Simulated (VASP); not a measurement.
**ZnOs2: relaxation of cell and atoms with PBE**

Crystal: ZnOs2.

```
Zn Os
1.0
     2.76832    0.00000    0.00000
    -1.38416    2.39744    0.00000
     0.00000    0.00000   13.00277
Zn Os
2 4
Direct
  0.33333 0.66667 0.25000
  0.66667 0.33333 0.75000
  0.33333 0.66667 0.57878
  0.66667 0.33333 0.07878
  0.33333 0.66667 0.92122
  0.66667 0.33333 0.42122
```

```
Program                : VASP 6.6.1
Task                   : relaxation of cell and atoms
Functional             : PBE
Potentials or basis    : VASP PAW PBE potentials, release 64 (Zn, Os)
Cutoff                 : 600 eV
k mesh                 : 18 × 18 × 4
Occupations            : gaussian, width 0.1 eV
Spin                   : no spin polarisation
Dipole correction      : no
Further INCAR settings : ALGO = Fast; EDIFF = 1e-06; IBRION = 2; EDIFFG = -0.01; NSW = 100; ISIF = 3
```

* Relaxed volume: 14.38 Å³/atom
* Relaxed cell: a = 2.760 Å, b = 2.760 Å, c = 13.076 Å, α = 90.00°, β = 90.00°, γ = 120.00°
* Space group after relaxing (to 0.1 Å): P6_3/mmc (No. 194)
* Energy gained by relaxing: 0.8 meV/atom
* Ionic steps: 8
* Pressure after relaxing: 0.0 GPa
* Largest force after relaxing: 0.007 eV/Å
* Band gap on the k mesh: zero (bands 28 and 29 overlap by 2.35 eV)

Forces in eV/Å, atoms in the order of the input:
```
Zn   0.000  0.000  0.000
Zn   0.000  0.000  0.000
Os   0.000  0.000  0.007
Os   0.000  0.000  0.007
Os   0.000  0.000 -0.007
Os   0.000  0.000 -0.007
```

Step by step:
| step | energy change (eV) | largest force (eV/Å) | pressure (GPa) | volume (Å³) |
| --- | --- | --- | --- | --- |
| 1 | 0.0000 | 0.1199 | -0.09 | 86.30 |
| 2 | -0.0002 | 0.2216 | -0.26 | 86.20 |
| 3 | -0.0043 | 0.0584 | -0.16 | 86.25 |
| 4 | -0.0044 | 0.0217 | 0.51 | 86.09 |
| 5 | -0.0046 | 0.0147 | 0.29 | 86.16 |
| 6 | -0.0047 | 0.0155 | 0.01 | 86.29 |
| 7 | -0.0047 | 0.0020 | 0.13 | 86.23 |
| 8 | -0.0047 | 0.0070 | -0.01 | 86.25 |

Final structure:
```yaml
crystal:
  lattice:
    - [2.75984, 0.00000, 0.00000]
    - [-1.37992, 2.39009, 0.00000]
    - [0.00000, 0.00000, 13.07575]
  atoms:
    - { symbol: Zn, position: [0.33333, 0.66667, 0.25000] }
    - { symbol: Zn, position: [0.66667, 0.33333, 0.75000] }
    - { symbol: Os, position: [0.33333, 0.66667, 0.57880] }
    - { symbol: Os, position: [0.66667, 0.33333, 0.07880] }
    - { symbol: Os, position: [0.33333, 0.66667, 0.92120] }
    - { symbol: Os, position: [0.66667, 0.33333, 0.42120] }
```

Levels at points of the mesh, in eV from the Fermi level:
```
           k point  band 23  band 24  band 25  band 26  band 27  band 28  band 29  band 30  band 31  band 32
(0.00, 0.00, 0.00)    -2.69    -2.69    -2.68    -2.68    -2.16    -0.74    -0.31    -0.31    -0.24    -0.24
(0.50, 0.00, 0.00)    -1.60    -1.18    -0.75    -0.62     0.78     1.09     1.11     2.09     2.09     2.51
(0.00, 0.00, 0.50)    -2.68    -2.68    -2.68    -2.68    -1.59    -1.59    -0.28    -0.28    -0.28    -0.28
(0.50, 0.00, 0.50)    -1.91    -1.91    -0.32    -0.32     0.94     0.94     1.74     1.74     2.09     2.09
```

Wall time 63 min on 1 thread of Intel Xeon 8259CL (shared host), peak memory 0.5 GiB.

Caveat: spin-orbit coupling is left out, which moves the levels of the heavy elements.
